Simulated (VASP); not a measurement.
# As (R-3m) in VASP: notebook

Runs on As. Level: PBE. Tasks: single point.

Program: VASP 6.6.1. These are calculated values, not measurements. Logs are shortened: lines on timing, memory, paths and dates and some standing lists are left out, and cuts for length are marked.

## Step 1: The cell of the first run

Symmetry: R-3m, No. 166, trigonal system. The conventional cell has a = 3.807 Å, b = 3.807 Å, c = 10.824 Å, α = 90.00°, β = 90.00°, γ = 120.00°. Within 3.4 Å of As (site symmetry 3m) lie 6 As at 2.55 to 3.19 Å.

## Step 2: Single point, PBE

File INCAR:

```
SYSTEM = As
ALGO = Normal ; EDIFF = 1E-7
ENCUT = 520 ; GGA = PE
ISIF = 2 ; ISMEAR = 1
LASPH = .TRUE. ; LCHARG = .FALSE.
LREAL = .FALSE. ; LWAVE = .FALSE.
NBANDS = 12 ; NELM = 60
PREC = Accurate ; SIGMA = 0.3
```

File KPOINTS:

```
k-points
0
G
  10 10 10
  0 0 0
```

File POSCAR:

```
As
1.0
    1.9036109523      1.0990502958      3.6081612956
   -1.9036109523      1.0990502958      3.6081612956
    0.0000000000     -2.1981005915      3.6081612956
As
2
Direct
    0.7737100447      0.7737100447      0.7737100447
    0.2262899553      0.2262899553      0.2262899553
```

Potentials or basis: VASP PAW PBE potentials, release 64 (As).

Launch:

```
cat potpaw_PBE.64/As/POTCAR > POTCAR
mpirun -np 1 vasp_std > vasp.out
```

OUTCAR:

```text
SYSTEM = As
   EDIFF = 1E-7
   ENCUT = 520
   GGA = PE
   ISIF = 2
   ISMEAR = 1
   LASPH = .TRUE.
   LREAL = .FALSE.
   NELM = 60
   PREC = Accurate

 ion  position               nearest neighbor table
   1  0.774  0.774  0.774-   2 2.55   2 2.55   2 2.55
   2  0.226  0.226  0.226-   1 2.55   1 2.55   1 2.55

  LATTYP: Found a trigonal (rhomboedric) cell.
 ALAT       =     4.2249821474
 COS(alpha) =     0.5939900948

  Lattice vectors:

 A1 = (   1.9036109523,   1.0990502958,   3.6081612956)
 A2 = (  -1.9036109523,   1.0990502958,   3.6081612956)
 A3 = (   0.0000000000,  -2.1981005915,   3.6081612956)

Analysis of symmetry for initial positions (statically):
=====================================================================
 Subroutine PRICEL returns:
 Original cell was already a primitive cell.

 Routine SETGRP: Setting up the symmetry group for a
 trigonal (rhombohedral) supercell.

 Subroutine GETGRP returns: Found 12 space group operations
 (whereof 12 operations were pure point group operations)
 out of a pool of 12 trial point group operations.

The static configuration has the point symmetry D_3d.

Analysis of symmetry for dynamics (positions and initial velocities):
=====================================================================
 Subroutine PRICEL returns:
 Original cell was already a primitive cell.

 Routine SETGRP: Setting up the symmetry group for a
 trigonal (rhombohedral) supercell.

 Subroutine GETGRP returns: Found 12 space group operations
 (whereof 12 operations were pure point group operations)
 out of a pool of 12 trial point group operations.

The dynamic configuration has the point symmetry D_3d.

 Subroutine INISYM returns: Found 12 space group operations
 (whereof 12 operations are pure point group operations),
 and found     1 'primitive' translations

----------------------------------------------------------------------------------------

                                     Primitive cell

  volume of cell :      45.2932

  direct lattice vectors                    reciprocal lattice vectors
     1.903610952  1.099050296  3.608161296     0.262658712  0.151646078  0.092383158
    -1.903610952  1.099050296  3.608161296    -0.262658712  0.151646078  0.092383158
     0.000000000 -2.198100591  3.608161296     0.000000000 -0.303292156  0.092383158

  length of vectors
     4.224982147  4.224982147  4.224982147     0.317050121  0.317050121  0.317050121

  position of ions in fractional coordinates (direct lattice)
     0.773710045  0.773710045  0.773710045
     0.226289955  0.226289955  0.226289955

  ion indices of the primitive-cell ions
   primitive index   ion index
                 1           1
                 2           2

----------------------------------------------------------------------------------------

 KPOINTS: k-points

Automatic generation of k-mesh.
 Grid dimensions read from file:
 generate k-points for:   10   10   10

 Generating k-lattice:

  Cartesian coordinates                     Fractional coordinates (reciprocal lattice)
     0.026265871  0.015164608  0.009238316     0.100000000  0.000000000  0.000000000
    -0.026265871  0.015164608  0.009238316     0.000000000  0.100000000  0.000000000
     0.000000000 -0.030329216  0.009238316    -0.000000000 -0.000000000  0.100000000

  Length of vectors
     0.031705012  0.031705012  0.031705012

  Shift w.r.t. Gamma in fractional coordinates (k-lattice)
     0.000000000  0.000000000  0.000000000

 Subroutine IBZKPT returns following result:
 ===========================================

 Found    116 irreducible k-points:

 Following reciprocal coordinates:
            Coordinates               Weight
  0.000000  0.000000  0.000000      1.000000
  0.100000  0.000000  0.000000      6.000000
  0.200000  0.000000  0.000000      6.000000
  0.300000 -0.000000 -0.000000      6.000000
  0.400000  0.000000  0.000000      6.000000
  0.500000  0.000000  0.000000      3.000000
[... 16 lines left out ...]
  0.300000  0.300000 -0.000000      6.000000
  0.400000  0.300000 -0.000000     12.000000
 [... further k-points ...]
   k-points           NKPTS =    116   k-points in BZ     NKDIM =    116   number of bands    NBANDS=     12
   number of dos      NEDOS =    301   number of ions     NIONS =      2
   total plane-waves  NPLWV =  32768
   dimension x,y,z NGX =    32 NGY =   32 NGZ =   32
   dimension x,y,z NGXF=    64 NGYF=   64 NGZF=   64
   ions per type =               2
   NGX,Y,Z   is equivalent  to a cutoff of  12.59, 12.59, 12.59 a.u.
   NGXF,Y,Z  is equivalent  to a cutoff of  25.18, 25.18, 25.18 a.u.
 SYSTEM =  As
   PREC   = accura    normal or accurate (medium, high low for compatibility)
   ISTART =      0    job   : 0-new  1-cont  2-samecut
   ICHARG =      2    charge: 1-file 2-atom 10-const
   ISPIN  =      1    spin polarized calculation?
   LNONCOLLINEAR =      F non collinear calculations
   LSORBIT =      F    spin-orbit coupling
   LASPH  =      T    aspherical Exc in radial PAW
   ENCUT  =  520.0 eV  38.22 Ry    6.18 a.u.   7.86  7.86  7.86*2*pi/ulx,y,z
   NELM   =     60;   NELMIN=  2; NELMDL= -5     # of ELM steps
   EDIFF  = 0.1E-06   stopping-criterion for ELM
   LREAL  =      F    real-space projection
   EDIFFG = 0.1E-05   stopping-criterion for IOM
   NSW    =      0    number of steps for IOM
   IBRION =     -1    ionic relax: 0-MD 1-quasi-New 2-CG
   NFREE  =      0    steps in history (QN), initial steepest desc. (CG)
   ISIF   =      2    stress and relaxation
   ISYM   =      2    0-nonsym 1-usesym 2-fastsym
   POTIM  = 0.5000    time-step for ionic-motion
   TEBEG  =    0.0;   TEEND  =   0.0 temperature during run
   PSTRESS=    0.0 pullay stress
   NELECT =      10.0000    total number of electrons
   NUPDOWN=      -1.0000    fix difference up-down
   EMIN   =  10.00;   EMAX   =-10.00  energy-range for DOS
   EFERMI =   0.00;   METHOD = LEGACY
   ISMEAR =     1;   SIGMA  =   0.30  broadening in eV -4-tet -1-fermi 0-gaus
   EFERMI_NEDOS =   21; number of points for ismear=-14 and -15
   IALGO  =     38    algorithm
   IMIX   =      4    mixing-type and parameters
     AMIX     =   0.40;   BMIX     =  1.00
     AMIX_MAG =   1.60;   BMIX_MAG =  1.00
  volume/ion in A,a.u.               =      22.65       152.83
  Fermi-wavevector in a.u.,A,eV,Ry     =   0.989458  1.869804 13.320461  0.979026
  Thomas-Fermi vector in A             =   2.121058
   LORBIT       =      0    0 simple, 1 ext, 2 COOP (PROOUT), +10 PAW based schemes
   GGA     = PE    functional components
   LHFCALC =     F    Hartree Fock is set to
   AEXX    =    0.0000 exact exchange contribution
   IVDW    =     0    specifies the selected vdW correction
   LEPSILON=     F    determine dielectric tensor
   LRPA    =     F    only Hartree local field effects (RPA)
 non-spin polarized calculation
 Methfessel and Paxton  Order N= 1 SIGMA  =   0.30
  energy-cutoff  :      520.00
  volume of cell :       45.29
 maximum number of plane-waves:      1235
   NGX = 15   NGY = 15   NGZ = 15

 number of electron      10.0000000 magnetization

 number of electron       9.9999999 magnetization

 Free energy of the ion-electron system (eV)
  ---------------------------------------------------
  ext. energy  EPLUGINS =         0.00000000
  ---------------------------------------------------
  free energy    TOTEN  =        -9.34617654 eV

  energy without entropy =       -9.34832835  energy(sigma->0) =       -9.34689381

 E-fermi :   4.9872     XC(G=0):  -9.7429

 val. band max:        4.9549133117   @ k =   0.4000   0.1000   0.1000
 cond. band min:       5.0194907093   @ k =   0.4000   0.3000   0.3000
 fundamental gap:      0.0645773976
 Fermi energy:         4.9872256417

 k-point     1 :       0.0000    0.0000    0.0000
  band No.  band energies     occupation
      1      -9.7104      2.00000
      2      -1.1659      2.00000
      3       2.4851      2.00000
      4       3.0510      2.00000
      5       3.0510      2.00000
      6       6.5362     -0.00000
      7       7.7366     -0.00000
      8       7.7366     -0.00000
      9      11.8817      0.00000
     10      11.8817      0.00000
     11      12.2483      0.00000
     12      13.6586      0.00000

 k-point     2 :       0.1000    0.0000    0.0000
  band No.  band energies     occupation
      1      -9.5823      2.00000
      2      -1.5515      2.00000
      3       2.5318      2.00000
      4       2.9309      2.00000
      5       2.9494      2.00000
      6       6.7755     -0.00000
      7       7.4731     -0.00000
      8       7.6508     -0.00000
      9      11.0705      0.00000
     10      11.6687      0.00000
     11      11.7696      0.00000
     12      14.3525      0.00000

 k-point     3 :       0.2000    0.0000    0.0000
  band No.  band energies     occupation
      1      -9.2016      2.00000
      2      -2.5435      2.00000
      3       2.3104      2.00000
      4       2.7124      2.00000
      5       3.1850      2.00000
      6       6.4238     -0.00000
      7       7.1829     -0.00000
      8       7.3243     -0.00000
      9      10.7735     -0.00000
     10      11.3780      0.00000
     11      12.1957      0.00000
     12      15.9376      0.00000

 k-point     4 :       0.3000   -0.0000   -0.0000
  band No.  band energies     occupation
      1      -8.5818      2.00000
      2      -3.8240      2.00000
      3       2.1485      2.00000
      4       2.4630      2.00000
      5       3.6283      2.00000
      6       5.6719     -0.00579
      7       6.4565     -0.00000
      8       6.8691     -0.00000
      9      11.3915      0.00000
     10      12.2308      0.00000
     11      13.3914      0.00000
     12      17.0116      0.00000

 k-point     5 :       0.4000    0.0000    0.0000
  band No.  band energies     occupation
      1      -7.7688      2.00000
      2      -5.1132      2.00000
      3       2.1394      2.00000
      4       2.2872      2.00000
      5       4.0887      2.00019
      6       5.0338      0.74077
      7       5.6854     -0.00484
      8       6.5147     -0.00000
      9      12.3180      0.00000
     10      14.0405      0.00000
     11      15.1279      0.00000
     12      15.6480      0.00000
[... 228 lines left out ...]
      1      -7.5651      2.00000
      2      -4.9803      2.00000
      3       0.3315      2.00000
      4       2.5042      2.00000
      5       3.0052      2.00000
      6       5.8676     -0.00027
      7       6.1394     -0.00000
      8       8.9100     -0.00000
      9      11.3393      0.00000
     10      13.3522      0.00000
     11      15.2102      0.00000
     12      17.1027      0.00000

 k-point    22 :      -0.2000    0.2000    0.0000
  band No.  band energies     occupation
      1      -8.3232      2.00000
      2      -3.9764      2.00000
      3       0.8907      2.00000
      4       2.9222      2.00000
      5       3.1692      2.00000
      6       5.6530     -0.00740
      7       6.1218     -0.00000
      8       8.5812     -0.00000
      9      10.4111     -0.00000
     10      12.8322      0.00000
     11      14.9316      0.00000
     12      15.7211      0.00000

 k-point    23 :       0.3000    0.3000   -0.0000
  band No.  band energies     occupation
      1      -8.4035      2.00000
      2      -3.4677      2.00000
      3       0.4415      2.00000
      4       1.6030      2.00000
      5       2.2794      2.00000
      6       6.9009     -0.00000
      7       8.2011     -0.00000
      8       9.2552     -0.00000
      9      10.8838     -0.00000
     10      14.0378      0.00000
     11      14.0526      0.00000
     12      15.7212      0.00000

 k-point    24 :       0.4000    0.3000   -0.0000
  band No.  band energies     occupation
      1      -7.9064      2.00000
      2      -4.0640      2.00000
      3       0.0082      2.00000
      4       1.2129      2.00000
      5       1.9089      2.00000
      6       7.2245     -0.00000
      7       9.0358     -0.00000
      8       9.2322     -0.00000
      9      10.5371     -0.00000
     10      15.1985      0.00000
     11      15.3760      0.00000
     12      16.1521      0.00000

 [... further k-points ...]
[... 5 lines left out ...]
  --------------------------------------------------------------------------------------
  -------------------------------------------------------------------------------------
  Total        0.0902957      0.0902957      0.0326449      0.0000000      0.0000000      0.0000000
  in kB        3.1940733      3.1940733      1.1547642      0.0000000      0.0000000      0.0000000
  external PRESSURE =       2.5143036 kB  Pullay stress =       0.0000000 kB

 VOLUME and BASIS-vectors are now :
 -----------------------------------------------------------------------------
  energy-cutoff  :      520.00
  volume of cell :       45.29
      direct lattice vectors                 reciprocal lattice vectors
     1.903610952  1.099050296  3.608161296     0.262658712  0.151646078  0.092383158
    -1.903610952  1.099050296  3.608161296    -0.262658712  0.151646078  0.092383158
     0.000000000 -2.198100591  3.608161296     0.000000000 -0.303292156  0.092383158

 POSITION                                       TOTAL-FORCE (eV/Angst)
 -----------------------------------------------------------------------------------
      0.00000      0.00000      8.37501         0.000000     -0.000000     -0.046103
      0.00000      0.00000      2.44947         0.000000      0.000000      0.046103
 -----------------------------------------------------------------------------------
    total drift:                                0.000000     -0.000000      0.000000

  FREE ENERGIE OF THE ION-ELECTRON SYSTEM (eV)
  ---------------------------------------------------
  free  energy   TOTEN  =        -9.3461765402 eV

  energy  without entropy=       -9.3483283457  energy(sigma->0) =       -9.34689381
```

It took 31 s on 1 thread of Intel Xeon Platinum 8488C (Sapphire Rapids), shared host; peak memory 0.2 GiB.

What came out:

| Quantity | Value |
| --- | --- |
| Free energy | -9.3462 eV |
| Pressure | 0.3 GPa |
| Largest force | 0.046 eV/Å |
| Band gap on the k mesh | zero (band 5 reaches 5.04 eV, above the bottom of band 6 at 4.64 eV) |

Forces on the atoms (eV/Å):
```
As   0.000  0.000 -0.046
As   0.000  0.000  0.046
```

Stress tensor (GPa, compression positive):
```
0.32 0.00 0.00
0.00 0.32 0.00
0.00 0.00 0.12
```

Levels at points of the mesh, in eV from the Fermi level:
```
           k point  band 2  band 3  band 4  band 5  band 6  band 7  band 8  band 9
(0.00, 0.00, 0.00)   -6.15   -2.50   -1.94   -1.94    1.55    2.75    2.75    6.89
(0.50, 0.00, 0.00)  -10.91   -2.82   -2.76   -0.51   -0.35    0.34    1.40    8.74
(0.50, 0.50, 0.00)   -9.69   -5.75   -4.05   -3.92    1.55    5.07    6.58    6.72
(0.50, 0.50, 0.50)   -9.82   -1.69   -1.69   -0.69    0.82    0.82    1.66    7.84
```

## Step 3: Single point, PBE

File INCAR:

```
  PREC = Accurate
  ENCUT = 520
  EDIFF = 1E-6
  ISMEAR = -1
  SIGMA = 0.1
  LREAL = False
  LASPH = True
  NELM = 100
  ALGO = Normal
  ISIF = 2
  LWAVE = False
  LCHARG = False
  GGA = PE
  NBANDS = 12
```

File KPOINTS:

```
regular mesh
0
Gamma
  11 11 11
```

POSCAR is that of step 2.

Potentials or basis: VASP PAW PBE potentials, release 64 (As).

Launch:

```
cat potpaw_PBE.64/As/POTCAR > POTCAR
mpirun -np 1 vasp_std > vasp.out
```

OUTCAR:

```text
PREC = Accurate
   ENCUT = 520
   EDIFF = 1E-6
   ISMEAR = -1
   LREAL = False
   LASPH = True
   NELM = 100
   ISIF = 2
   GGA = PE

 ion  position               nearest neighbor table
   1  0.774  0.774  0.774-   2 2.55   2 2.55   2 2.55
   2  0.226  0.226  0.226-   1 2.55   1 2.55   1 2.55

  LATTYP: Found a trigonal (rhomboedric) cell.
 ALAT       =     4.2249821474
 COS(alpha) =     0.5939900948

  Lattice vectors:

 A1 = (   1.9036109523,   1.0990502958,   3.6081612956)
 A2 = (  -1.9036109523,   1.0990502958,   3.6081612956)
[... 537 lines left out ...]
      7       6.2611      0.00001
      8       8.3573      0.00000
      9      10.2788      0.00000
     10      12.5832      0.00000
     11      14.7617      0.00000
     12      14.9402      0.00000

 [... further k-points ...]
[... 5 lines left out ...]
  --------------------------------------------------------------------------------------
  -------------------------------------------------------------------------------------
  Total        0.0888247      0.0888247      0.0584962      0.0000000      0.0000000      0.0000000
  in kB        3.1420378      3.1420378      2.0692135      0.0000000      0.0000000      0.0000000
  external PRESSURE =       2.7844297 kB  Pullay stress =       0.0000000 kB

 VOLUME and BASIS-vectors are now :
 -----------------------------------------------------------------------------
  energy-cutoff  :      520.00
  volume of cell :       45.29
      direct lattice vectors                 reciprocal lattice vectors
     1.903610952  1.099050296  3.608161296     0.262658712  0.151646078  0.092383158
    -1.903610952  1.099050296  3.608161296    -0.262658712  0.151646078  0.092383158
     0.000000000 -2.198100591  3.608161296     0.000000000 -0.303292156  0.092383158

 POSITION                                       TOTAL-FORCE (eV/Angst)
 -----------------------------------------------------------------------------------
      0.00000      0.00000      8.37501         0.000000     -0.000000     -0.048808
      0.00000      0.00000      2.44947         0.000000      0.000000      0.048808
 -----------------------------------------------------------------------------------
    total drift:                                0.000000     -0.000000      0.000000

  FREE ENERGIE OF THE ION-ELECTRON SYSTEM (eV)
  ---------------------------------------------------
  free  energy   TOTEN  =        -9.3481318166 eV

  energy  without entropy=       -9.3413559891  energy(sigma->0) =       -9.34474390
```

Wall time 41 s (1 thread of Intel Xeon Platinum 8488C (Sapphire Rapids), shared host); peak memory 0.21 GiB.

What came out:

| Quantity | Value |
| --- | --- |
| Free energy | -9.3481 eV |
| Pressure | 0.3 GPa |
| Largest force | 0.049 eV/Å |
| Band gap on the k mesh | zero (band 5 reaches 5.08 eV, above the bottom of band 6 at 4.77 eV) |

Forces in eV/Å, atoms in the order of the input:
```
As   0.000  0.000 -0.049
As   0.000  0.000  0.049
```

Levels at points of the mesh, in eV from the Fermi level:
| k point | band 3 | band 4 | band 5 | band 6 | band 7 | band 8 |
| --- | --- | --- | --- | --- | --- | --- |
| (0.00, 0.00, 0.00) | -2.52 | -1.95 | -1.95 | 1.53 | 2.73 | 2.73 |
